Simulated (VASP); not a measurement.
# CaO (F-43m) in VASP: further runs, part 2 of 2

VASP 6.6.1. Earlier steps stand in the parts before.

## 5. Single point, r2SCAN (17.00 Å³/atom)

This run uses another cell than the first one, of 17.00 Å³/atom.

Contents of POSCAR:

```
CaO
1.0
    0.0000000000      2.5712122682      2.5712122682
    2.5712122682      0.0000000000      2.5712122682
    2.5712122682      2.5712122682      0.0000000000
Ca O
1 1
Direct
    0.0000000000      0.0000000000      0.0000000000
    0.2500000000      0.2500000000      0.2500000000
```

Contents of INCAR.step1:

```
SYSTEM = CaO
  PREC = Accurate
  ENCUT = 520
  ISMEAR = 0
  SIGMA = 0.05
  LREAL = .FALSE.
  LASPH = .TRUE.
  NELM = 60
  NBANDS = 15
  GGA = PE
  ALGO = Normal
  EDIFF = 1E-4
  LWAVE = .TRUE.
  LCHARG = .FALSE.
```

Contents of INCAR.step2:

```
SYSTEM = CaO
  PREC = Accurate
  ENCUT = 520
  EDIFF = 1E-6
  ISMEAR = 0
  SIGMA = 0.05
  LREAL = .FALSE.
  LASPH = .TRUE.
  NELM = 60
  ALGO = Normal
  ISIF = 2
  LWAVE = .FALSE.
  LCHARG = .TRUE.
  METAGGA = R2SCAN
  LMIXTAU = .TRUE.
  LELF = .TRUE.
  LVHAR = .TRUE.
  NBANDS = 15
  ISTART = 1
```

Contents of KPOINTS:

```
regular mesh
0
G
  8 8 8
  0 0 0
```

Potentials or basis: VASP PAW PBE potentials, release 64 (Ca_sv, O).

On the command line:

```bash
cat potpaw_PBE.64/Ca_sv/POTCAR potpaw_PBE.64/O/POTCAR > POTCAR
cp INCAR.step1 INCAR
mpirun -np 1 vasp_std > vasp.out
cp INCAR.step2 INCAR
mpirun -np 1 vasp_std > vasp.out
```

OUTCAR:

```text
SYSTEM = CaO
   PREC = Accurate
   ENCUT = 520
   EDIFF = 1E-6
   ISMEAR = 0
   LREAL = .FALSE.
   LASPH = .TRUE.
   NELM = 60
   ISIF = 2
   METAGGA = R2SCAN
   ISTART = 1

 ion  position               nearest neighbor table
   1  0.000  0.000  0.000-   2 2.23   2 2.23   2 2.23   2 2.23
   2  0.250  0.250  0.250-   1 2.23   1 2.23   1 2.23   1 2.23

  LATTYP: Found a face centered cubic cell.
 ALAT       =     5.1424245364

  Lattice vectors:

 A1 = (   0.0000000000,   2.5712122682,   2.5712122682)
 A2 = (   2.5712122682,   0.0000000000,   2.5712122682)
 A3 = (   2.5712122682,   2.5712122682,   0.0000000000)

Analysis of symmetry for initial positions (statically):
=====================================================================
 Subroutine PRICEL returns:
 Original cell was already a primitive cell.

 Routine SETGRP: Setting up the symmetry group for a
 face centered cubic supercell.

 Subroutine GETGRP returns: Found 24 space group operations
 (whereof 24 operations were pure point group operations)
 out of a pool of 48 trial point group operations.

The static configuration has the point symmetry T_d .

Analysis of symmetry for dynamics (positions and initial velocities):
=====================================================================
 Subroutine PRICEL returns:
 Original cell was already a primitive cell.

 Routine SETGRP: Setting up the symmetry group for a
 face centered cubic supercell.

 Subroutine GETGRP returns: Found 24 space group operations
 (whereof 24 operations were pure point group operations)
 out of a pool of 48 trial point group operations.

The dynamic configuration has the point symmetry T_d .

 Subroutine INISYM returns: Found 24 space group operations
 (whereof 24 operations are pure point group operations),
 and found     1 'primitive' translations

----------------------------------------------------------------------------------------

                                     Primitive cell

  volume of cell :      33.9973

  direct lattice vectors                    reciprocal lattice vectors
     0.000000000  2.571212268  2.571212268    -0.194460802  0.194460802  0.194460802
     2.571212268  0.000000000  2.571212268     0.194460802 -0.194460802  0.194460802
     2.571212268  2.571212268  0.000000000     0.194460802  0.194460802 -0.194460802

  length of vectors
     3.636243261  3.636243261  3.636243261     0.336815989  0.336815989  0.336815989

  position of ions in fractional coordinates (direct lattice)
     0.000000000  0.000000000  0.000000000
     0.250000000  0.250000000  0.250000000

  ion indices of the primitive-cell ions
   primitive index   ion index
                 1           1
                 2           2

----------------------------------------------------------------------------------------

 KPOINTS: regular mesh

Automatic generation of k-mesh.
 Grid dimensions read from file:
 generate k-points for:    8    8    8

 Generating k-lattice:

  Cartesian coordinates                     Fractional coordinates (reciprocal lattice)
[... 22 lines left out ...]
  0.125000  0.125000  0.000000      6.000000
[... 16 lines left out ...]
  0.500000  0.250000  0.125000     48.000000
 -0.375000  0.250000  0.125000     24.000000
 [... further k-points ...]
   k-points           NKPTS =     29   k-points in BZ     NKDIM =     29   number of bands    NBANDS=     15
   number of dos      NEDOS =    301   number of ions     NIONS =      2
   total plane-waves  NPLWV =  21952
   dimension x,y,z NGX =    28 NGY =   28 NGZ =   28
   dimension x,y,z NGXF=    56 NGYF=   56 NGZF=   56
   ions per type =               1   1
   NGX,Y,Z   is equivalent  to a cutoff of  12.80, 12.80, 12.80 a.u.
   NGXF,Y,Z  is equivalent  to a cutoff of  25.60, 25.60, 25.60 a.u.
 SYSTEM =  CaO
   PREC   = accura    normal or accurate (medium, high low for compatibility)
   ISTART =      1    job   : 0-new  1-cont  2-samecut
   ICHARG =      0    charge: 1-file 2-atom 10-const
   ISPIN  =      1    spin polarized calculation?
   LNONCOLLINEAR =      F non collinear calculations
   LSORBIT =      F    spin-orbit coupling
   LASPH  =      T    aspherical Exc in radial PAW
   ENCUT  =  520.0 eV  38.22 Ry    6.18 a.u.   6.76  6.76  6.76*2*pi/ulx,y,z
   NELM   =     60;   NELMIN=  2; NELMDL=  0     # of ELM steps
   EDIFF  = 0.1E-05   stopping-criterion for ELM
   LREAL  =      F    real-space projection
   EDIFFG = 0.1E-04   stopping-criterion for IOM
   NSW    =      0    number of steps for IOM
   IBRION =     -1    ionic relax: 0-MD 1-quasi-New 2-CG
   NFREE  =      0    steps in history (QN), initial steepest desc. (CG)
   ISIF   =      2    stress and relaxation
   ISYM   =      2    0-nonsym 1-usesym 2-fastsym
   POTIM  = 0.5000    time-step for ionic-motion
   TEBEG  =    0.0;   TEEND  =   0.0 temperature during run
   PSTRESS=    0.0 pullay stress
   NELECT =      16.0000    total number of electrons
   NUPDOWN=      -1.0000    fix difference up-down
   EMIN   =  10.00;   EMAX   =-10.00  energy-range for DOS
   EFERMI =   0.00;   METHOD = LEGACY
   ISMEAR =     0;   SIGMA  =   0.05  broadening in eV -4-tet -1-fermi 0-gaus
   EFERMI_NEDOS =   21; number of points for ismear=-14 and -15
   IALGO  =     38    algorithm
   IMIX   =      4    mixing-type and parameters
     AMIX     =   0.40;   BMIX     =  1.00
     AMIX_MAG =   1.60;   BMIX_MAG =  1.00
  volume/ion in A,a.u.               =      17.00       114.71
  Fermi-wavevector in a.u.,A,eV,Ry     =   1.273406  2.406388 22.062702  1.621563
  Thomas-Fermi vector in A             =   2.406231
   LORBIT       =      0    0 simple, 1 ext, 2 COOP (PROOUT), +10 PAW based schemes
   METAGGA = R2SCAN    functional components
   LHFCALC =     F    Hartree Fock is set to
   AEXX    =    0.0000 exact exchange contribution
   IVDW    =     0    specifies the selected vdW correction
   LEPSILON=     F    determine dielectric tensor
   LRPA    =     F    only Hartree local field effects (RPA)
 non-spin polarized calculation
 Gauss-broadening in eV      SIGMA  =   0.05
  energy-cutoff  :      520.00
  volume of cell :       34.00
 maximum number of plane-waves:       941
   NGX = 13   NGY = 13   NGZ = 13

 number of electron      15.9999998 magnetization

 Free energy of the ion-electron system (eV)
  ---------------------------------------------------
  ext. energy  EPLUGINS =         0.00000000
  ---------------------------------------------------
  free energy    TOTEN  =       -18.91445737 eV

  energy without entropy =      -18.91445737  energy(sigma->0) =      -18.91445737

 E-fermi :   0.6063     XC(G=0):  -9.7752

 val. band max:        0.3389847209   @ k =  -0.2500   0.5000   0.2500
 cond. band min:       4.2133716566   @ k =   0.0000   0.0000   0.0000
 fundamental gap:      3.8743869357
 Fermi energy:         0.6062713619

 k-point     1 :       0.0000    0.0000    0.0000
  band No.  band energies     occupation
      1     -38.0439      2.00000
      2     -18.0947      2.00000
      3     -18.0947      2.00000
      4     -18.0947      2.00000
      5     -15.4858      2.00000
      6      -0.3693      2.00000
      7      -0.3693      2.00000
      8      -0.3693      2.00000
      9       4.2134      0.00000
     10       9.1600      0.00000
     11       9.1600      0.00000
     12      10.8992      0.00000
     13      10.8992      0.00000
     14      10.8992      0.00000
[... 401 lines left out ...]
      2     -19.0244      2.00000
      3     -18.3017      2.00000
      4     -18.1967      2.00000
      5     -14.4844      2.00000
      6      -0.5322      2.00000
      7      -0.2557      2.00000
      8       0.0998      2.00000
      9       6.3699      0.00000
     10       7.9718      0.00000
     11       9.2043      0.00000
     12      10.7087      0.00000
     13      10.8846      0.00000
     14      11.9121      0.00000
     15      13.7557      0.00000

 [... further k-points ...]

------------------------ aborting loop because EDIFF is reached ----------------------------------------

  FORCE on cell =-STRESS in cart. coord.  units (eV):
  Direction    XX          YY          ZZ          XY          YZ          ZX
  --------------------------------------------------------------------------------------
  -------------------------------------------------------------------------------------
  Total        1.0024536      1.0024536      1.0024536      0.0000000      0.0000000     -0.0000000
  in kB       47.2423027     47.2423027     47.2423027      0.0000000      0.0000000     -0.0000000
  external PRESSURE =      47.2423027 kB  Pullay stress =       0.0000000 kB

 VOLUME and BASIS-vectors are now :
 -----------------------------------------------------------------------------
  energy-cutoff  :      520.00
  volume of cell :       34.00
      direct lattice vectors                 reciprocal lattice vectors
     0.000000000  2.571212268  2.571212268    -0.194460802  0.194460802  0.194460802
     2.571212268  0.000000000  2.571212268     0.194460802 -0.194460802  0.194460802
     2.571212268  2.571212268  0.000000000     0.194460802  0.194460802 -0.194460802

 POSITION                                       TOTAL-FORCE (eV/Angst)
 -----------------------------------------------------------------------------------
      0.00000      0.00000      0.00000         0.000000      0.000000      0.000000
      1.28561      1.28561      1.28561        -0.000000     -0.000000     -0.000000
 -----------------------------------------------------------------------------------
    total drift:                               -0.000000     -0.000000     -0.000000

  FREE ENERGIE OF THE ION-ELECTRON SYSTEM (eV)
  ---------------------------------------------------
  free  energy   TOTEN  =       -18.9144573711 eV

  energy  without entropy=      -18.9144573711  energy(sigma->0) =      -18.91445737
```

Wall time 1.9 min (1 thread of Intel Xeon 8259CL, shared host); peak memory 0.17 GiB.

What came out:

| Item | Value |
| --- | --- |
| Free energy | -18.9145 eV |
| Pressure | 4.7 GPa |
| Band gap on the k mesh | 3.87 eV (least direct gap 4.58 eV) |

Levels at points of the mesh, in eV from the valence-band top:
```
           k point  band 4  band 5  band 6  band 7  band 8  band 9  band 10  band 11  band 12  band 13
(0.00, 0.00, 0.00)  -18.43  -15.82   -0.71   -0.71   -0.71    3.87     8.82     8.82    10.56    10.56
(0.50, 0.00, 0.00)  -18.50  -14.97   -1.02   -0.42   -0.42    6.71     8.71     8.71     9.06    10.33
(0.50, 0.50, 0.00)  -18.60  -14.72   -1.52   -0.01   -0.01    5.41     7.35     9.97    10.28    10.28
```

Caveat: the cell stands under pressure; the PAW data sets were made with another functional, which shifts forces and pressure a little.

## 6. Single point, r2SCAN (17.35 Å³/atom)

This run uses another cell than the first one, of 17.35 Å³/atom.

Contents of POSCAR:

```
CaO
1.0
    0.0000000000      2.5889453269      2.5889453269
    2.5889453269      0.0000000000      2.5889453269
    2.5889453269      2.5889453269      0.0000000000
Ca O
1 1
Direct
    0.0000000000      0.0000000000      0.0000000000
    0.2500000000      0.2500000000      0.2500000000
```

Contents of INCAR.step1:

```
SYSTEM = CaO
PREC     = Accurate       ! precision mode
ENCUT    = 520            ! plane-wave cutoff, eV
ISMEAR   = 0              ! smearing method
SIGMA    = 0.05           ! smearing width, eV
LREAL    = .False.        ! projectors in reciprocal space
LASPH    = .True.         ! aspherical terms in the spheres
NELM     = 100            ! most SCF steps
NBANDS   = 15             ! bands
GGA      = PE             ! functional
ALGO     = Normal         ! electronic algorithm
EDIFF    = 1E-4           ! SCF threshold, eV
LWAVE    = .True.         ! write WAVECAR
LCHARG   = .False.        ! write CHGCAR
```

Contents of INCAR.step2:

```
SYSTEM = CaO
PREC     = Accurate       ! precision mode
ENCUT    = 520            ! plane-wave cutoff, eV
EDIFF    = 1E-7           ! SCF threshold, eV
ISMEAR   = 0              ! smearing method
SIGMA    = 0.05           ! smearing width, eV
LREAL    = .False.        ! projectors in reciprocal space
LASPH    = .True.         ! aspherical terms in the spheres
NELM     = 100            ! most SCF steps
ALGO     = Normal         ! electronic algorithm
ISIF     = 2              ! what is computed and relaxed
LWAVE    = .False.        ! write WAVECAR
LCHARG   = .False.        ! write CHGCAR
METAGGA  = R2SCAN         ! meta-GGA
LMIXTAU  = .True.       
NBANDS   = 15             ! bands
ISTART   = 1
```

Contents of KPOINTS:

```
Automatic mesh
0
Gamma
  8 8 8
  0 0 0
```

Potentials or basis: VASP PAW PBE potentials, release 64 (Ca_sv, O).

On the command line:

```bash
cat potpaw_PBE.64/Ca_sv/POTCAR potpaw_PBE.64/O/POTCAR > POTCAR
cp INCAR.step1 INCAR
mpirun -np 1 vasp_std > vasp.out
cp INCAR.step2 INCAR
mpirun -np 1 vasp_std > vasp.out
```

Wall time 2.2 min (1 thread of Intel Xeon 8259CL, shared host); peak memory 0.17 GiB.

The run converged. Its results:

| Property | Result |
| --- | --- |
| Free energy | -18.9315 eV |
| Pressure | 2.7 GPa |
| Band gap on the k mesh | 3.80 eV (least direct gap 4.47 eV) |

Levels at points of the mesh, in eV from the valence-band top:
```
           k point  band 5  band 6  band 7  band 8  band 9  band 10  band 11  band 12
(0.00, 0.00, 0.00)  -15.79   -0.67   -0.67   -0.67    3.80     8.74     8.74    10.42
(0.50, 0.00, 0.00)  -15.00   -1.00   -0.39   -0.39    6.65     8.62     8.62     8.94
(0.50, 0.50, 0.00)  -14.77   -1.47    0.00    0.00    5.37     7.28     9.86    10.16
```

Caveat: the PAW data sets were made with another functional, which shifts forces and pressure a little. A k mesh can miss the band edges.

## 7. The runs side by side

| level | cell | k mesh | gap on the mesh (eV) | pressure (GPa) |
| --- | --- | --- | --- | --- |
| PBE | a = 3.684 Å, angles 60.0°, 2 atoms | 6 × 6 × 6 | 3.33 | 2.0 |
| PBE | a = 3.696 Å, angles 60.0°, 2 atoms | 6 × 6 × 6 | 3.30 | 1.2 |
| PBE | a = 3.708 Å, angles 60.0°, 2 atoms | 6 × 6 × 6 | 3.27 | 0.4 |
| r2SCAN | a = 3.636 Å, angles 60.0°, 2 atoms | 8 × 8 × 8 | 3.87 | 4.7 |
| r2SCAN | a = 3.661 Å, angles 60.0°, 2 atoms | 8 × 8 × 8 | 3.80 | 2.7 |

Alike in all rows: task single point; potentials or basis VASP PAW PBE potentials, release 64 (Ca_sv, O); no spin polarisation; cutoff (eV) 520; smearing gaussian 0.05 eV.

Caveats: the PAW data sets were made with another functional, which shifts forces and pressure a little (at least some runs); the cell stands under pressure (at least some runs).

Absolute energies hang on the potentials; compare differences alone.
